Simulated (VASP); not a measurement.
# Nb (Im-3m) in VASP: a series of runs

Runs on Nb. Level: PBE. Tasks: single point.

All numbers are computed with VASP 6.6.1; they aren't measurements. Logs are shortened: lines on timing, memory, paths and dates and some standing lists are left out, and cuts for length are marked.

### 1 The cell of the first run

It takes space group Im-3m (No. 229, cubic). The conventional cell has a = 3.329 Å, b = 3.329 Å, c = 3.329 Å, α = 90.00°, β = 90.00°, γ = 90.00°. Within 3.8 Å of Nb (site symmetry m-3m) lie 14 Nb at 2.88 to 3.33 Å.

### 2 Single point, PBE

File INCAR:

```
SYSTEM = Nb
PREC = Accurate
ENCUT = 500
EDIFF = 1E-6
ISMEAR = 0
SIGMA = 0.1
LREAL = .FALSE.
LASPH = .TRUE.
NELM = 120
ALGO = Normal
ISIF = 2
LWAVE = .FALSE.
LCHARG = .TRUE.
GGA = PE
LELF = .TRUE.
LVHAR = .TRUE.
NBANDS = 12
ISYM = 0
GGA_COMPAT = .FALSE.
```

File KPOINTS:

```
Automatic mesh
0
Gamma
  4 4 4
  0 0 0.5
```

File POSCAR:

```
Nb
1.0
   -1.6643272473      1.6643272473      1.6643272473
    1.6643272473     -1.6643272473      1.6643272473
    1.6643272473      1.6643272473     -1.6643272473
Nb
1
Direct
    0.0000000000      0.0000000000      0.0000000000
```

Potentials or basis: VASP PAW PBE potentials, release 64 (Nb_sv).

Launch:

```sh
$ cat potpaw_PBE.64/Nb_sv/POTCAR > POTCAR
$ mpirun -np 1 vasp_std > vasp.out
```

OUTCAR:

```text
SYSTEM = Nb
   PREC = Accurate
   ENCUT = 500
   EDIFF = 1E-6
   ISMEAR = 0
   LREAL = .FALSE.
   LASPH = .TRUE.
   NELM = 120
   ISIF = 2
   GGA = PE
   ISYM = 0

 ion  position               nearest neighbor table
   1  0.000  0.000  0.000-

IMPORTANT INFORMATION: All symmetrisations will be switched off!
NOSYMM: (Re-)initialisation of all symmetry stuff for point group C_1.

----------------------------------------------------------------------------------------

                                     Primitive cell

  volume of cell :      18.4406

  direct lattice vectors                    reciprocal lattice vectors
    -1.664327247  1.664327247  1.664327247     0.000000000  0.300421687  0.300421687
     1.664327247 -1.664327247  1.664327247     0.300421687  0.000000000  0.300421687
     1.664327247  1.664327247 -1.664327247     0.300421687  0.300421687  0.000000000

  length of vectors
     2.882699353  2.882699353  2.882699353     0.424860425  0.424860425  0.424860425

  position of ions in fractional coordinates (direct lattice)
     0.000000000  0.000000000  0.000000000

  ion indices of the primitive-cell ions
   primitive index   ion index
                 1           1

----------------------------------------------------------------------------------------

 KPOINTS: Automatic mesh

Automatic generation of k-mesh.
 Grid dimensions read from file:
 generate k-points for:    4    4    4

 Generating k-lattice:

  Cartesian coordinates                     Fractional coordinates (reciprocal lattice)
     0.000000000  0.075105422  0.075105422     0.250000000  0.000000000  0.000000000
     0.075105422  0.000000000  0.075105422     0.000000000  0.250000000  0.000000000
     0.075105422  0.075105422  0.000000000     0.000000000  0.000000000  0.250000000

  Length of vectors
     0.106215106  0.106215106  0.106215106

  Shift w.r.t. Gamma in fractional coordinates (k-lattice)
     0.000000000  0.000000000  0.500000000

 Subroutine IBZKPT returns following result:
 ===========================================

 Found    192 irreducible k-points:

 Following reciprocal coordinates:
            Coordinates               Weight
  0.000000  0.000000  0.125000      2.000000
  0.125000  0.000000  0.000000      2.000000
  0.000000  0.125000  0.000000      2.000000
  0.125000 -0.125000  0.000000      2.000000
  0.125000  0.000000 -0.125000      2.000000
  0.000000  0.125000 -0.125000      2.000000
[... 16 lines left out ...]
 -0.250000  0.000000  0.375000      2.000000
 -0.125000 -0.250000  0.375000      2.000000
 [... further k-points ...]
   k-points           NKPTS =    192   k-points in BZ     NKDIM =    192   number of bands    NBANDS=     12
   number of dos      NEDOS =    301   number of ions     NIONS =      1
   total plane-waves  NPLWV =  13824
   dimension x,y,z NGX =    24 NGY =   24 NGZ =   24
   dimension x,y,z NGXF=    48 NGYF=   48 NGZF=   48
   ions per type =               1
   NGX,Y,Z   is equivalent  to a cutoff of  13.84, 13.84, 13.84 a.u.
   NGXF,Y,Z  is equivalent  to a cutoff of  27.68, 27.68, 27.68 a.u.
 SYSTEM =  Nb
   PREC   = accura    normal or accurate (medium, high low for compatibility)
   ISTART =      0    job   : 0-new  1-cont  2-samecut
   ICHARG =      2    charge: 1-file 2-atom 10-const
   ISPIN  =      1    spin polarized calculation?
   LNONCOLLINEAR =      F non collinear calculations
   LSORBIT =      F    spin-orbit coupling
   LASPH  =      T    aspherical Exc in radial PAW
   ENCUT  =  500.0 eV  36.75 Ry    6.06 a.u.   5.26  5.26  5.26*2*pi/ulx,y,z
   NELM   =    120;   NELMIN=  2; NELMDL= -5     # of ELM steps
   EDIFF  = 0.1E-05   stopping-criterion for ELM
   LREAL  =      F    real-space projection
   EDIFFG = 0.1E-04   stopping-criterion for IOM
   NSW    =      0    number of steps for IOM
   IBRION =     -1    ionic relax: 0-MD 1-quasi-New 2-CG
   NFREE  =      0    steps in history (QN), initial steepest desc. (CG)
   ISIF   =      2    stress and relaxation
   ISYM   =      0    0-nonsym 1-usesym 2-fastsym
   POTIM  = 0.5000    time-step for ionic-motion
   TEBEG  =    0.0;   TEEND  =   0.0 temperature during run
   PSTRESS=    0.0 pullay stress
   NELECT =      13.0000    total number of electrons
   NUPDOWN=      -1.0000    fix difference up-down
   EMIN   =  10.00;   EMAX   =-10.00  energy-range for DOS
   EFERMI =   0.00;   METHOD = LEGACY
   ISMEAR =     0;   SIGMA  =   0.10  broadening in eV -4-tet -1-fermi 0-gaus
   EFERMI_NEDOS =   21; number of points for ismear=-14 and -15
   IALGO  =     38    algorithm
   IMIX   =      4    mixing-type and parameters
     AMIX     =   0.40;   BMIX     =  1.00
     AMIX_MAG =   1.60;   BMIX_MAG =  1.00
  volume/ion in A,a.u.               =      18.44       124.44
  Fermi-wavevector in a.u.,A,eV,Ry     =   1.457015  2.753358 28.883692  2.122891
  Thomas-Fermi vector in A             =   2.573865
   LORBIT       =      0    0 simple, 1 ext, 2 COOP (PROOUT), +10 PAW based schemes
   GGA     = PE    functional components
   LHFCALC =     F    Hartree Fock is set to
   AEXX    =    0.0000 exact exchange contribution
   IVDW    =     0    specifies the selected vdW correction
   LEPSILON=     F    determine dielectric tensor
   LRPA    =     F    only Hartree local field effects (RPA)
 non-spin polarized calculation
 Gauss-broadening in eV      SIGMA  =   0.10
  energy-cutoff  :      500.00
  volume of cell :       18.44
 maximum number of plane-waves:       475
 NGX is ok and might be reduce to    24
   NGX = 11   NGY = 11   NGZ = 11

 number of electron      12.9999999 magnetization

 Free energy of the ion-electron system (eV)
  ---------------------------------------------------
  ext. energy  EPLUGINS =         0.00000000
  ---------------------------------------------------
  free energy    TOTEN  =       -10.22657514 eV

  energy without entropy =      -10.21985993  energy(sigma->0) =      -10.22321754

 E-fermi :  10.7136     XC(G=0): -12.3807

 val. band max:       10.6713488907   @ k =  -0.1250   0.1250   0.2500
 cond. band min:      10.8629143452   @ k =   0.1250   0.0000  -0.1250
 fundamental gap:      0.1915654545
 Fermi energy:        10.7136339522

 k-point     1 :       0.0000    0.0000    0.1250
  band No.  band energies     occupation
      1     -43.5265      2.00000
      2     -19.1001      2.00000
      3     -18.9638      2.00000
      4     -18.9050      2.00000
      5       5.5558      2.00000
      6      10.8629      0.03476
      7      11.0959      0.00000
      8      11.8107      0.00000
      9      13.6173      0.00000
     10      14.0635      0.00000
     11      25.4225      0.00000
     12      26.0647      0.00000

 k-point     2 :       0.1250    0.0000    0.0000
  band No.  band energies     occupation
      1     -43.5265      2.00000
      2     -19.1001      2.00000
      3     -18.9638      2.00000
      4     -18.9050      2.00000
      5       5.5558      2.00000
      6      10.8629      0.03476
      7      11.0959      0.00000
      8      11.8107      0.00000
      9      13.6173      0.00000
     10      14.0635      0.00000
     11      25.4225      0.00000
     12      26.0628      0.00000

 k-point     3 :       0.0000    0.1250    0.0000
  band No.  band energies     occupation
      1     -43.5265      2.00000
      2     -19.1001      2.00000
      3     -18.9638      2.00000
      4     -18.9050      2.00000
      5       5.5558      2.00000
      6      10.8629      0.03476
      7      11.0959      0.00000
      8      11.8107      0.00000
      9      13.6173      0.00000
     10      14.0635      0.00000
     11      25.4225      0.00000
     12      26.0655      0.00000

 k-point     4 :       0.1250   -0.1250    0.0000
  band No.  band energies     occupation
      1     -43.5265      2.00000
      2     -19.1001      2.00000
      3     -18.9638      2.00000
      4     -18.9050      2.00000
      5       5.5558      2.00000
      6      10.8629      0.03476
      7      11.0959      0.00000
      8      11.8107      0.00000
      9      13.6173      0.00000
     10      14.0635      0.00000
     11      25.4225      0.00000
     12      26.0625      0.00000

 k-point     5 :       0.1250    0.0000   -0.1250
  band No.  band energies     occupation
      1     -43.5265      2.00000
      2     -19.1001      2.00000
      3     -18.9638      2.00000
      4     -18.9050      2.00000
      5       5.5558      2.00000
      6      10.8629      0.03476
      7      11.0959      0.00000
      8      11.8107      0.00000
      9      13.6173      0.00000
     10      14.0635      0.00000
     11      25.4225      0.00000
     12      26.0630      0.00000

 k-point     6 :       0.0000    0.1250   -0.1250
  band No.  band energies     occupation
      1     -43.5265      2.00000
      2     -19.1001      2.00000
      3     -18.9638      2.00000
      4     -18.9050      2.00000
      5       5.5558      2.00000
      6      10.8629      0.03476
      7      11.0959      0.00000
      8      11.8107      0.00000
      9      13.6173      0.00000
     10      14.0635      0.00000
     11      25.4225      0.00000
     12      26.0628      0.00000

 k-point     7 :       0.2500   -0.0000    0.1250
  band No.  band energies     occupation
      1     -43.3923      2.00000
      2     -19.8046      2.00000
      3     -19.2114      2.00000
      4     -18.9724      2.00000
      5       7.6979      2.00000
      6       9.7855      2.00000
      7      10.4913      1.99833
      8      13.4379      0.00000
      9      14.6399      0.00000
     10      15.2862      0.00000
     11      24.3991      0.00000
     12      25.5389      0.00000

 k-point     8 :       0.1250    0.2500   -0.0000
  band No.  band energies     occupation
      1     -43.3923      2.00000
      2     -19.8046      2.00000
      3     -19.2114      2.00000
      4     -18.9724      2.00000
      5       7.6979      2.00000
      6       9.7855      2.00000
      7      10.4913      1.99833
      8      13.4379      0.00000
      9      14.6399      0.00000
     10      15.2862      0.00000
     11      24.3991      0.00000
     12      25.5389      0.00000
[... 166 lines left out ...]
 k-point    20 :      -0.3750    0.2500    0.1250
  band No.  band energies     occupation
      1     -43.3923      2.00000
      2     -19.8046      2.00000
      3     -19.2114      2.00000
      4     -18.9724      2.00000
      5       7.6979      2.00000
      6       9.7855      2.00000
      7      10.4913      1.99833
      8      13.4379      0.00000
      9      14.6399      0.00000
     10      15.2862      0.00000
     11      24.3991      0.00000
     12      25.5389      0.00000

 k-point    21 :      -0.3750    0.1250    0.0000
  band No.  band energies     occupation
      1     -43.3923      2.00000
      2     -19.8046      2.00000
      3     -19.2114      2.00000
      4     -18.9724      2.00000
      5       7.6979      2.00000
      6       9.7855      2.00000
      7      10.4913      1.99833
      8      13.4379      0.00000
      9      14.6399      0.00000
     10      15.2862      0.00000
     11      24.3991      0.00000
     12      25.5389      0.00000

 k-point    22 :       0.0000   -0.1250    0.3750
  band No.  band energies     occupation
      1     -43.3923      2.00000
      2     -19.8046      2.00000
      3     -19.2114      2.00000
      4     -18.9724      2.00000
      5       7.6979      2.00000
      6       9.7855      2.00000
      7      10.4913      1.99833
      8      13.4379      0.00000
      9      14.6399      0.00000
     10      15.2862      0.00000
     11      24.3991      0.00000
     12      25.5389      0.00000

 k-point    23 :      -0.2500    0.0000    0.3750
  band No.  band energies     occupation
      1     -43.3923      2.00000
      2     -19.8046      2.00000
      3     -19.2114      2.00000
      4     -18.9724      2.00000
      5       7.6979      2.00000
      6       9.7855      2.00000
      7      10.4913      1.99833
      8      13.4379      0.00000
      9      14.6399      0.00000
     10      15.2862      0.00000
     11      24.3991      0.00000
     12      25.5389      0.00000

 k-point    24 :      -0.1250   -0.2500    0.3750
  band No.  band energies     occupation
      1     -43.3923      2.00000
      2     -19.8046      2.00000
      3     -19.2114      2.00000
      4     -18.9724      2.00000
      5       7.6979      2.00000
      6       9.7855      2.00000
      7      10.4913      1.99833
      8      13.4379      0.00000
      9      14.6399      0.00000
     10      15.2862      0.00000
     11      24.3991      0.00000
     12      25.5389      0.00000

 [... further k-points ...]
[... 5 lines left out ...]
  --------------------------------------------------------------------------------------
  -------------------------------------------------------------------------------------
  Total       -0.3221931     -0.3221968     -0.3221957     -0.0000039      0.0000007     -0.0000029
  in kB      -27.9930800    -27.9934034    -27.9933039     -0.0003416      0.0000582     -0.0002510
  external PRESSURE =     -27.9932624 kB  Pullay stress =       0.0000000 kB

 VOLUME and BASIS-vectors are now :
 -----------------------------------------------------------------------------
  energy-cutoff  :      500.00
  volume of cell :       18.44
      direct lattice vectors                 reciprocal lattice vectors
    -1.664327247  1.664327247  1.664327247     0.000000000  0.300421687  0.300421687
     1.664327247 -1.664327247  1.664327247     0.300421687  0.000000000  0.300421687
     1.664327247  1.664327247 -1.664327247     0.300421687  0.300421687  0.000000000

 POSITION                                       TOTAL-FORCE (eV/Angst)
 -----------------------------------------------------------------------------------
      0.00000      0.00000      0.00000        -0.000000      0.000001     -0.000001
 -----------------------------------------------------------------------------------
    total drift:                               -0.000000      0.000001     -0.000001

  FREE ENERGIE OF THE ION-ELECTRON SYSTEM (eV)
  ---------------------------------------------------
  free  energy   TOTEN  =       -10.2265751443 eV

  energy  without entropy=      -10.2198599270  energy(sigma->0) =      -10.22321754
```

It took 50 s on 1 thread of Intel Xeon 8259CL, shared host; peak memory 0.16 GiB.

What came out:

```yaml
Free_energy: -10.2266 eV
Pressure: -2.8 GPa
```

Caveat: the k points lie up to 0.67 Å⁻¹ apart.

### 3 Single point, PBE

This run uses another cell than the first one, of 18.26 Å³/atom, 0.990 times its volume.

INCAR: that of step 2 with these lines changed.

```diff
@@ -17,3 +17,2 @@
 NBANDS = 12
-ISYM = 0
 GGA_COMPAT = .FALSE.
```

File KPOINTS:

```
regular mesh
0
G
  10 10 10
  0 0 0
```

File POSCAR:

```
Nb
1.0
   -1.6588161896      1.6588161896      1.6588161896
    1.6588161896     -1.6588161896      1.6588161896
    1.6588161896      1.6588161896     -1.6588161896
Nb
1
Direct
    0.0000000000      0.0000000000      0.0000000000
```

Potentials or basis: VASP PAW PBE potentials, release 64 (Nb_sv).

Launch:

```sh
$ cat potpaw_PBE.64/Nb_sv/POTCAR > POTCAR
$ mpirun -np 1 vasp_std > vasp.out
```

Wall time 16 s (1 thread of Intel Xeon 8259CL, shared host); peak memory 0.14 GiB.

It converged, with:

```
Free energy : -10.1965 eV
Pressure    : -1.2 GPa
```

Levels at points of the mesh, in eV from the Fermi level:
```
           k point  band 2  band 3  band 4  band 5  band 6  band 7  band 8  band 9  band 10  band 11
(0.00, 0.00, 0.00)  -29.73  -29.73  -29.73   -5.94    0.35    0.35    0.35    3.22     3.22    14.16
(0.50, 0.00, 0.00)  -31.03  -30.14  -29.74   -3.69   -1.64    2.20    3.24    3.91     6.25    11.56
(0.50, 0.50, 0.50)  -30.62  -30.62  -30.62   -3.66   -3.66    5.50    5.50    5.50     8.94     8.94
```
